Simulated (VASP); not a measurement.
# Sb (P6_3/mmc) in VASP: notebook

Sb is run at these levels: PBE; tasks: single point, relaxation of cell and atoms.

Everything below comes from runs of VASP 6.6.1. Logs are shortened: lines on timing, memory, paths and dates and some standing lists are left out, and cuts for length are marked.

## (1) The cell of the first run

The structure is hexagonal, space group P6_3/mmc (No. 194). The conventional cell has a = 3.491 Å, b = 3.491 Å, c = 5.356 Å, α = 90.00°, β = 90.00°, γ = 120.00°. Sb (site symmetry -6m2) has 12 Sb at 3.35 to 3.49 Å within 4.4 Å.

This isn't the form of Sb at room conditions, which is rhombohedral.

## (2) Single point, PBE (28.26 Å³/atom)

File INCAR:

```
PREC = Accurate
ENCUT = 520
EDIFF = 1E-7
ISMEAR = -1
SIGMA = 0.05
LREAL = F
LASPH = T
NELM = 80
ALGO = Normal
ISIF = 2
LWAVE = F
LCHARG = T
GGA = PE
LELF = T
LVHAR = T
NBANDS = 12
```

File KPOINTS:

```
Automatic mesh
0
Gamma
  13 13 7
```

File POSCAR:

```
Sb
1.0
    3.4907657465      0.0000000000      0.0000000000
   -1.7453828732      3.0230918152      0.0000000000
    0.0000000000      0.0000000000      5.3564608584
Sb
2
Direct
    0.3333333333      0.6666666667      0.2500000000
    0.6666666667      0.3333333333      0.7500000000
```

Potentials or basis: VASP PAW PBE potentials, release 64 (Sb).

Started as:

```sh
> cat potpaw_PBE.64/Sb/POTCAR > POTCAR
> mpirun -np 1 vasp_std > vasp.out
```

OUTCAR:

```text
PREC = Accurate
   ENCUT = 520
   EDIFF = 1E-7
   ISMEAR = -1
   LREAL = F
   LASPH = T
   NELM = 80
   ISIF = 2
   GGA = PE

 ion  position               nearest neighbor table
   1  0.333  0.667  0.250-   2 3.35   2 3.35   2 3.35   2 3.35   2 3.35   2 3.35
   2  0.667  0.333  0.750-   1 3.35   1 3.35   1 3.35   1 3.35   1 3.35   1 3.35

  LATTYP: Found a hexagonal cell.
 ALAT       =     3.4907657465
 C/A-ratio  =     1.5344658586

  Lattice vectors:

 A1 = (   3.4907657465,   0.0000000000,   0.0000000000)
 A2 = (  -1.7453828732,   3.0230918152,   0.0000000000)
 A3 = (   0.0000000000,   0.0000000000,   5.3564608584)

Analysis of symmetry for initial positions (statically):
=====================================================================
 Subroutine PRICEL returns:
 Original cell was already a primitive cell.

 Routine SETGRP: Setting up the symmetry group for a
 hexagonal supercell.

 Subroutine GETGRP returns: Found 24 space group operations
 (whereof 12 operations were pure point group operations)
 out of a pool of 24 trial point group operations.

The static configuration has the point symmetry D_3d.
 The point group associated with its full space group is D_6h.

Analysis of symmetry for dynamics (positions and initial velocities):
=====================================================================
 Subroutine PRICEL returns:
 Original cell was already a primitive cell.

 Routine SETGRP: Setting up the symmetry group for a
 hexagonal supercell.

 Subroutine GETGRP returns: Found 24 space group operations
 (whereof 12 operations were pure point group operations)
 out of a pool of 24 trial point group operations.

The dynamic configuration has the point symmetry D_3d.
 The point group associated with its full space group is D_6h.

 Subroutine INISYM returns: Found 24 space group operations
 (whereof 12 operations are pure point group operations),
 and found     1 'primitive' translations

----------------------------------------------------------------------------------------

                                     Primitive cell

  volume of cell :      56.5262

  direct lattice vectors                    reciprocal lattice vectors
     3.490765747  0.000000000  0.000000000     0.286470096  0.165393587  0.000000000
    -1.745382873  3.023091815  0.000000000     0.000000000  0.330787175  0.000000000
     0.000000000  0.000000000  5.356460858     0.000000000  0.000000000  0.186690434

  length of vectors
     3.490765747  3.490765747  5.356460858     0.330787175  0.330787175  0.186690434

  position of ions in fractional coordinates (direct lattice)
     0.333333333  0.666666667  0.250000000
     0.666666667  0.333333333  0.750000000

  ion indices of the primitive-cell ions
   primitive index   ion index
                 1           1
                 2           2

----------------------------------------------------------------------------------------

 KPOINTS: Automatic mesh

Automatic generation of k-mesh.
 Grid dimensions read from file:
 generate k-points for:   13   13    7

 Generating k-lattice:

  Cartesian coordinates                     Fractional coordinates (reciprocal lattice)
     0.022036161  0.012722584  0.000000000     0.076923077  0.000000000  0.000000000
     0.000000000  0.025445167  0.000000000     0.000000000  0.076923077  0.000000000
     0.000000000  0.000000000  0.026670062     0.000000000  0.000000000  0.142857143

  Length of vectors
     0.025445167  0.025445167  0.026670062

  Shift w.r.t. Gamma in fractional coordinates (k-lattice)
     0.000000000  0.000000000  0.000000000

 Subroutine IBZKPT returns following result:
 ===========================================

 Found     84 irreducible k-points:

 Following reciprocal coordinates:
            Coordinates               Weight
  0.000000  0.000000  0.000000      1.000000
  0.076923  0.000000  0.000000      6.000000
  0.153846  0.000000  0.000000      6.000000
  0.230769  0.000000  0.000000      6.000000
  0.307692  0.000000  0.000000      6.000000
  0.384615  0.000000  0.000000      6.000000
[... 16 lines left out ...]
  0.076923  0.000000  0.142857     12.000000
  0.153846  0.000000  0.142857     12.000000
 [... further k-points ...]
   k-points           NKPTS =     84   k-points in BZ     NKDIM =     84   number of bands    NBANDS=     12
   number of dos      NEDOS =    301   number of ions     NIONS =      2
   total plane-waves  NPLWV =  31360
   dimension x,y,z NGX =    28 NGY =   28 NGZ =   40
   dimension x,y,z NGXF=    56 NGYF=   56 NGZF=   80
   ions per type =               2
   NGX,Y,Z   is equivalent  to a cutoff of  13.33, 13.33, 12.41 a.u.
   NGXF,Y,Z  is equivalent  to a cutoff of  26.67, 26.67, 24.83 a.u.
 SYSTEM =  unknown system
   PREC   = accura    normal or accurate (medium, high low for compatibility)
   ISTART =      0    job   : 0-new  1-cont  2-samecut
   ICHARG =      2    charge: 1-file 2-atom 10-const
   ISPIN  =      1    spin polarized calculation?
   LNONCOLLINEAR =      F non collinear calculations
   LSORBIT =      F    spin-orbit coupling
   LASPH  =      T    aspherical Exc in radial PAW
   ENCUT  =  520.0 eV  38.22 Ry    6.18 a.u.   6.49  6.49  9.96*2*pi/ulx,y,z
   NELM   =     80;   NELMIN=  2; NELMDL= -5     # of ELM steps
   EDIFF  = 0.1E-06   stopping-criterion for ELM
   LREAL  =      F    real-space projection
   EDIFFG = 0.1E-05   stopping-criterion for IOM
   NSW    =      0    number of steps for IOM
   IBRION =     -1    ionic relax: 0-MD 1-quasi-New 2-CG
   NFREE  =      0    steps in history (QN), initial steepest desc. (CG)
   ISIF   =      2    stress and relaxation
   ISYM   =      2    0-nonsym 1-usesym 2-fastsym
   POTIM  = 0.5000    time-step for ionic-motion
   TEBEG  =    0.0;   TEEND  =   0.0 temperature during run
   PSTRESS=    0.0 pullay stress
   NELECT =      10.0000    total number of electrons
   NUPDOWN=      -1.0000    fix difference up-down
   EMIN   =  10.00;   EMAX   =-10.00  energy-range for DOS
   EFERMI =   0.00;   METHOD = LEGACY
   ISMEAR =    -1;   SIGMA  =   0.05  broadening in eV -4-tet -1-fermi 0-gaus
   EFERMI_NEDOS =   21; number of points for ismear=-14 and -15
   IALGO  =     38    algorithm
   IMIX   =      4    mixing-type and parameters
     AMIX     =   0.40;   BMIX     =  1.00
     AMIX_MAG =   1.60;   BMIX_MAG =  1.00
  volume/ion in A,a.u.               =      28.26       190.73
  Fermi-wavevector in a.u.,A,eV,Ry     =   0.919020  1.736695 11.491444  0.844597
  Thomas-Fermi vector in A             =   2.044167
   LORBIT       =      0    0 simple, 1 ext, 2 COOP (PROOUT), +10 PAW based schemes
   GGA     = PE    functional components
   LHFCALC =     F    Hartree Fock is set to
   AEXX    =    0.0000 exact exchange contribution
   IVDW    =     0    specifies the selected vdW correction
   LEPSILON=     F    determine dielectric tensor
   LRPA    =     F    only Hartree local field effects (RPA)
 non-spin polarized calculation
  energy-cutoff  :      520.00
  volume of cell :       56.53
 maximum number of plane-waves:      1568
 NGX is ok and might be reduce to    28
   NGX = 13   NGY = 13   NGZ = 19

 number of electron      10.0000000 magnetization

 number of electron       9.9999999 magnetization

 Free energy of the ion-electron system (eV)
  ---------------------------------------------------
  ext. energy  EPLUGINS =         0.00000000
  ---------------------------------------------------
  free energy    TOTEN  =        -7.72033383 eV

  energy without entropy =       -7.70909394  energy(sigma->0) =       -7.71471389

 E-fermi :   7.9079     XC(G=0): -10.0187

 val. band max:        7.8954179812   @ k =   0.3077   0.0000   0.0000
 cond. band min:       7.9346134968   @ k =   0.3846   0.0769   0.4286
 fundamental gap:      0.0391955155
 Fermi energy:         7.9079300812

 k-point     1 :       0.0000    0.0000    0.0000
  band No.  band energies     occupation
      1      -4.6636      2.00000
      2      -0.6070      2.00000
      3       2.5036      2.00000
      4      10.6073      0.00000
      5      10.6073      0.00000
      6      12.3600      0.00000
      7      12.3600      0.00000
      8      13.6756      0.00000
      9      14.6180      0.00000
     10      16.4243      0.00000
     11      17.3643      0.00000
     12      17.3643      0.00000

 k-point     2 :       0.0769    0.0000    0.0000
  band No.  band energies     occupation
      1      -4.5695      2.00000
      2      -0.5323      2.00000
      3       2.6029      2.00000
      4       9.6910      0.00000
      5      10.2736      0.00000
      6      11.8815      0.00000
      7      12.4758      0.00000
      8      13.4486      0.00000
      9      15.1630      0.00000
     10      16.0959      0.00000
     11      17.3909      0.00000
     12      17.9072      0.00000

 k-point     3 :       0.1538    0.0000    0.0000
  band No.  band energies     occupation
      1      -4.2887      2.00000
      2      -0.3175      2.00000
      3       2.8987      2.00000
      4       7.9893      0.32839
      5       9.6161      0.00000
      6      10.7327      0.00000
      7      12.4774      0.00000
      8      12.7431      0.00000
      9      14.5120      0.00000
     10      16.9060      0.00000
     11      17.2313      0.00000
     12      17.8252      0.00000
[... 286 lines left out ...]
 k-point    23 :       0.0769    0.0000    0.1429
  band No.  band energies     occupation
      1      -4.4630      2.00000
      2      -1.0607      2.00000
      3       3.3372      2.00000
      4       9.7847      0.00000
      5      10.3625      0.00000
      6      11.7027      0.00000
      7      12.3468      0.00000
      8      12.7552      0.00000
      9      15.1925      0.00000
     10      16.1072      0.00000
     11      17.1174      0.00000
     12      17.4194      0.00000

 k-point    24 :       0.1538    0.0000    0.1429
  band No.  band energies     occupation
      1      -4.1826      2.00000
      2      -0.8244      2.00000
      3       3.5963      2.00000
      4       8.1047      0.03834
      5       9.7152      0.00000
      6      10.4257      0.00000
      7      12.2539      0.00000
      8      12.3817      0.00000
      9      14.5710      0.00000
     10      16.7272      0.00000
     11      17.0091      0.00000
     12      17.3929      0.00000

 [... further k-points ...]

------------------------ aborting loop because EDIFF is reached ----------------------------------------

  FORCE on cell =-STRESS in cart. coord.  units (eV):
  Direction    XX          YY          ZZ          XY          YZ          ZX
  --------------------------------------------------------------------------------------
  -------------------------------------------------------------------------------------
  Total       -0.6191393     -0.6191393     -0.6365354     -0.0000000      0.0000000      0.0000000
  in kB      -17.5488613    -17.5488613    -18.0419376     -0.0000000      0.0000000      0.0000000
  external PRESSURE =     -17.7132200 kB  Pullay stress =       0.0000000 kB

 VOLUME and BASIS-vectors are now :
 -----------------------------------------------------------------------------
  energy-cutoff  :      520.00
  volume of cell :       56.53
      direct lattice vectors                 reciprocal lattice vectors
     3.490765747  0.000000000  0.000000000     0.286470096  0.165393587  0.000000000
    -1.745382873  3.023091815  0.000000000     0.000000000  0.330787175  0.000000000
     0.000000000  0.000000000  5.356460858     0.000000000  0.000000000  0.186690434

 POSITION                                       TOTAL-FORCE (eV/Angst)
 -----------------------------------------------------------------------------------
     -0.00000      2.01539      1.33912         0.000000      0.000000      0.000000
      1.74538      1.00770      4.01735        -0.000000     -0.000000      0.000000
 -----------------------------------------------------------------------------------
    total drift:                               -0.000000      0.000000     -0.000000

  FREE ENERGIE OF THE ION-ELECTRON SYSTEM (eV)
  ---------------------------------------------------
  free  energy   TOTEN  =        -7.7203338327 eV

  energy  without entropy=       -7.7090939376  energy(sigma->0) =       -7.71471389
```

It took 75 s on 1 thread of Intel Xeon 8259CL, shared host; peak memory 0.21 GiB.

What came out:

```yaml
Free_energy: -7.7203 eV
Pressure: -1.8 GPa
Band_gap_on_the_k_mesh: zero (bands 5 and 6 overlap by 5.81 eV)
```

Levels at points of the mesh, in eV from the Fermi level:
```tsv
k point	band 3	band 4	band 5	band 6	band 7	band 8
(0.00, 0.00, 0.00)	-5.40	2.70	2.70	4.45	4.45	5.77
```

Caveat: spin-orbit coupling is left out, which moves the levels of the heavy elements.

## (3) Relaxation of cell and atoms, PBE

This run uses another cell than the first one, of 17.32 Å³/atom.

File INCAR:

```
ALGO = Normal ; EDIFF = 1E-6
EDIFFG = -0.005 ; ENCUT = 600
GGA = PE ; IBRION = 2
ISIF = 3 ; ISMEAR = -1
LASPH = T ; LCHARG = F
LREAL = F ; LWAVE = F
NELM = 100 ; NSW = 100
PREC = Accurate ; SIGMA = 0.05
```

File KPOINTS:

```
k-points
0
Gamma
  13 13 7
```

File POSCAR:

```
Sb
1.0
    2.9118564607      0.0000000000      0.0000000000
   -1.4559282303      2.5217416671      0.0000000000
    0.0000000000      0.0000000000      4.7172074663
Sb
2
Direct
    0.3333333333      0.6666666667      0.2500000000
    0.6666666667      0.3333333333      0.7500000000
```

Potentials or basis: VASP PAW PBE potentials, release 64 (Sb).

Started as:

```sh
> cat potpaw_PBE.64/Sb/POTCAR > POTCAR
> mpirun -np 1 vasp_std > vasp.out
```

OUTCAR:

```text
EDIFF = 1E-6
   EDIFFG = -0.005
   ENCUT = 600
   GGA = PE
   IBRION = 2
   ISIF = 3
   ISMEAR = -1
   LASPH = T
   LREAL = F
   NELM = 100
   NSW = 100
   PREC = Accurate

 ion  position               nearest neighbor table
   1  0.333  0.667  0.250-   2 2.90   2 2.90   2 2.90   2 2.90   2 2.90   2 2.90
   2  0.667  0.333  0.750-   1 2.90   1 2.90   1 2.90   1 2.90   1 2.90   1 2.90

  LATTYP: Found a hexagonal cell.
 ALAT       =     2.9118564607
 C/A-ratio  =     1.6200000000

  Lattice vectors:

 A1 = (   2.9118564607,   0.0000000000,   0.0000000000)
 A2 = (  -1.4559282303,   2.5217416671,   0.0000000000)
 A3 = (   0.0000000000,   0.0000000000,   4.7172074663)

Analysis of symmetry for initial positions (statically):
[... 179 lines left out ...]

 val. band max:       15.6924770920   @ k =   0.3846   0.0769   0.0000
 cond. band min:      15.7385220639   @ k =   0.3846   0.1538   0.2857
 fundamental gap:      0.0460449719
 Fermi energy:        15.7125959385
[... 983 lines left out ...]
  FREE ENERGIE OF THE ION-ELECTRON SYSTEM (eV)
  ---------------------------------------------------
  free  energy   TOTEN  =        -7.7049521164 eV

  energy  without entropy=       -7.6930937056  energy(sigma->0) =       -7.69902291

[... ionic steps 4 to 10 ...]

--------------------------------------- Ionic step       11  -------------------------------------------

 number of electron      10.0000003 magnetization

------------------------ aborting loop because EDIFF is reached ----------------------------------------
[... 67 lines left out ...]
--------------------------------------- Ionic step       13  -------------------------------------------

 number of electron      10.0000003 magnetization

 Free energy of the ion-electron system (eV)
  ---------------------------------------------------
  ext. energy  EPLUGINS =         0.00000000
  ---------------------------------------------------
  free energy    TOTEN  =        -7.72981509 eV

  energy without entropy =       -7.71841384  energy(sigma->0) =       -7.72411447

 E-fermi :   8.3180     XC(G=0): -10.1588

 val. band max:        8.2746767044   @ k =   0.3077   0.0769   0.1429
 cond. band min:       8.3397866729   @ k =   0.2308   0.1538   0.4286
 fundamental gap:      0.0651099685
 Fermi energy:         8.3180345741
[... 317 lines left out ...]
  FREE ENERGIE OF THE ION-ELECTRON SYSTEM (eV)
  ---------------------------------------------------
  free  energy   TOTEN  =        -7.7298150920 eV

  energy  without entropy=       -7.7184138417  energy(sigma->0) =       -7.72411447

 reached required accuracy - stopping structural energy minimisation
```

OSZICAR:

```text
N       E                     dE             d eps       ncg     rms          rms(c)
DAV:   1     0.535642996631E+02    0.53564E+02   -0.44403E+03  1512   0.105E+03
DAV:   2    -0.278928693961E+01   -0.56354E+02   -0.54819E+02  2141   0.157E+02
DAV:   3    -0.456070949663E+01   -0.17714E+01   -0.17436E+01  1955   0.329E+01
[... 101 lines left out ...]
       N       E                     dE             d eps       ncg     rms          rms(c)
DAV:   1    -0.772981848877E+01   -0.58885E-05   -0.17791E-04  1665   0.754E-02    0.818E-03
DAV:   2    -0.772981666421E+01    0.18246E-05   -0.42883E-06  1535   0.150E-02    0.482E-03
DAV:   3    -0.772981507492E+01    0.15893E-05   -0.20603E-06   815   0.813E-03    0.783E-04
DAV:   4    -0.772981509202E+01   -0.17095E-07   -0.11715E-07   762   0.293E-03
  13 F= -.77298151E+01 E0= -.77241145E+01  d E =-.249291E-05
```

Run time: 3.3 min. Hardware: 1 thread of Intel Xeon 8259CL, shared host; peak memory 0.18 GiB.

Results:

```
Free energy                           : -7.7298 eV
Relaxed volume                        : 27.36 Å³/atom
Relaxed cell                          : a = 3.454 Å, b = 3.454 Å, c = 5.296 Å, α = 90.00°, β = 90.00°, γ = 120.00°
Space group after relaxing (to 0.1 Å) : P6_3/mmc (No. 194)
Energy gained by relaxing             : 1603.8 meV/atom
Ionic steps                           : 13
Pressure after relaxing               : 0.0 GPa
Band gap on the k mesh                : zero (bands 5 and 6 overlap by 6.07 eV)
```

Step by step:
| step | energy change (eV) | largest force (eV/Å) | pressure (GPa) | volume (Å³) |
| --- | --- | --- | --- | --- |
| 1 | 0.0000 | 0.0000 | 78.61 | 34.64 |
| 2 | -1.1397 | 0.0000 | -9.00 | 97.09 |
| 3 | -3.1826 | 0.0000 | -2.04 | 56.87 |
| 4 | -3.1928 | 0.0000 | -1.08 | 55.82 |
| 5 | -3.1965 | 0.0000 | 0.00 | 54.74 |
| 6 | -3.1958 | 0.0000 | -0.47 | 55.20 |
| 7 | -3.2008 | 0.0000 | 0.12 | 54.64 |
| 8 | -3.2027 | 0.0000 | 0.69 | 54.11 |
| 9 | -3.2062 | 0.0000 | 0.36 | 54.39 |
| 10 | -3.2075 | 0.0000 | 0.07 | 54.66 |
| 11 | -3.2075 | 0.0000 | 0.04 | 54.70 |
| 12 | -3.2075 | 0.0000 | 0.03 | 54.71 |
| 13 | -3.2075 | 0.0000 | 0.00 | 54.73 |

Final structure:
```
CELL_PARAMETERS angstrom
3.45438 0.00000 0.00000
-1.72719 2.99158 0.00000
0.00000 0.00000 5.29608
ATOMIC_POSITIONS crystal
Sb 0.33333 0.66667 0.25000
Sb 0.66667 0.33333 0.75000
```

Levels at points of the mesh, in eV from the Fermi level:
| k point | band 2 | band 3 | band 4 | band 5 | band 6 | band 7 | band 8 | band 9 |
| --- | --- | --- | --- | --- | --- | --- | --- | --- |
| (0.00, 0.00, 0.00) | -8.55 | -5.60 | 2.81 | 2.81 | 4.64 | 4.64 | 6.06 | 6.83 |

Caveat: the volume moved by over 15 % at a fixed basis, so the end points are rough; spin-orbit coupling is left out, which moves the levels of the heavy elements.
